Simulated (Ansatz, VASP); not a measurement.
**Ta2N in VASP and in Ansatz**

```xyz
3
Lattice="3.2227 -0.1160 -0.0360 -1.7118 2.6628 0.0950 -0.0564 0.1391 4.5012" Properties=species:S:1:pos:R:3 pbc="T T T"
Ta    1.4102    0.9393    3.3658
Ta    0.0443    1.7466    1.1943
N     0.0000    0.0000    0.0000
```

Alike in both runs: task single point; functional PBE; k mesh 14 × 14 × 8; occupations gaussian, width 0.1 eV; no spin polarisation.

|  | VASP | Ansatz |
| --- | --- | --- |
| version | VASP 6.6.1 | Ansatz 0.2.0 |
| potentials or method | VASP PAW PBE potentials, release 64 (Ta_pv, N), cutoff 520 eV | scalar-relativistic, plane waves, PAW |
| valence electrons in the cell | 27 | 31 |

Ansatz gave:

| Quantity | Value |
| --- | --- |
| gap on the k mesh at the Fermi level (eV) | none |
| pressure (GPa) | 31.0 |
| traceless stress, the component that is largest in VASP (GPa) | 16.00 |
| rms of the force components (eV/Å) | 0.651 |

Question: Which values does VASP return?

Answer: gap on the k mesh at the Fermi level (eV): none; pressure (GPa): 31.8; traceless stress, the component that is largest in VASP (GPa): 15.93; rms of the force components (eV/Å): 0.666.

Atom by atom the forces differ by 0.033 eV/Å (rms over components). A gap of «none» marks a metal or a gap that the smearing closes. Both programs put the cell under a high pressure, so it lies far from rest at this level. VASP's potentials hold 27 valence electrons a cell and Ansatz's 31, so a difference there can come from the potentials and not from the codes.

Spin-orbit coupling is off throughout.
